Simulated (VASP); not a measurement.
A run of VASP 6.6.1 is set up as follows.

INCAR

```
SYSTEM = Be2CdS2
PREC = Accurate
ENCUT = 520
EDIFF = 1E-6
ISMEAR = 0
SIGMA = 0.1
LREAL = .FALSE.
LASPH = .TRUE.
NELM = 60
ALGO = Normal
ISIF = 2
LWAVE = .FALSE.
LCHARG = .FALSE.
GGA = PE
NBANDS = 22
```

The input KPOINTS:

```
regular mesh
0
G
  6 6 4
  0 0 0
```

File POSCAR:

```
Be2CdS2
1.0
    4.0092005700      0.0000000000      0.0000000000
   -2.0046002900      3.4720695400      0.0000000000
    0.0000000000      0.0000000000      6.9749277600
Be Cd S
2 1 2
Direct
    0.6666666700      0.3333333300      0.2264030000
    0.6666666700      0.3333333300      0.7735970000
    0.0000000000      0.0000000000      0.5000000000
    0.0000000000      0.0000000000      0.0000000000
    0.3333333300      0.6666666700      0.5000000000
```

Potentials or basis: VASP PAW PBE potentials, release 64 (Be, Cd, S).

Launch:

```sh
$ cat potpaw_PBE.64/Be/POTCAR potpaw_PBE.64/Cd/POTCAR potpaw_PBE.64/S/POTCAR > POTCAR
$ mpirun -np 1 vasp_std > vasp.out
```

(1) Predict the band gap on the k mesh.

(2) Predict the largest force.

(3) What does it give for the pressure?

Answers

(1) zero (band 14 reaches 3.98 eV, above the bottom of band 15 at 3.07 eV).

(2) 1.419 eV/Å.

(3) 1.1 GPa.

Caveat: forces of over 1 eV/Å act on the atoms, so gaps and moduli don't describe the material at rest.
